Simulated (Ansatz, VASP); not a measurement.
# One calculation of BeTe, two programs

```xyz
16
Lattice="6.8350 0.0000 0.0000 0.0000 8.0223 0.0000 0.0000 0.0000 6.9661" Properties=species:S:1:pos:R:3 pbc="T T T"
Be    5.7168    6.9576    4.0886
Be    4.5356    1.0647    0.6056
Be    1.1181    1.0647    2.8774
Be    2.2993    6.9576    6.3605
Be    1.1181    2.9465    6.3605
Be    2.2993    5.0758    2.8774
Be    4.5356    2.9465    4.0886
Be    5.7168    5.0758    0.6056
Te    4.7762    6.9528    6.3353
Te    5.4762    1.0695    2.8523
Te    1.3588    6.9528    4.1138
Te    2.0587    1.0695    0.6307
Te    2.0587    2.9417    4.1138
Te    1.3588    5.0806    0.6307
Te    4.7762    5.0806    2.8523
Te    5.4762    2.9417    6.3353
```

Alike in both runs: functional PBE; k mesh 4 × 4 × 4; occupations gaussian, width 0.02 eV; no spin polarisation.

Ansatz relaxed the structure, and its values are those at the end. VASP's run is a single point on that final structure, the one shown.

|  | VASP | Ansatz |
| --- | --- | --- |
| version | VASP 6.6.1 | Ansatz 0.2.0 |
| potentials or method | VASP PAW PBE potentials, release 64 (Be, Te), cutoff 520 eV | scalar-relativistic, plane waves, PAW |
| valence electrons in the cell | 64 | 144 |

Ansatz gave:

| Item | Value |
| --- | --- |
| gap on the k mesh at the Fermi level (eV) | 2.27 |
| least direct gap on the mesh (eV) | 2.33 |
| pressure (GPa) | 0.0 |
| rms of the force components (eV/Å) | 0.002 |

Problem. Which values does VASP return?

Solution. gap on the k mesh at the Fermi level (eV): 2.25; least direct gap on the mesh (eV): 2.31; pressure (GPa): 0.1; rms of the force components (eV/Å): 0.003.

VASP's potentials hold 64 valence electrons a cell and Ansatz's 144, so a difference there can come from the potentials and not from the codes.

Neither program's run includes spin-orbit coupling.
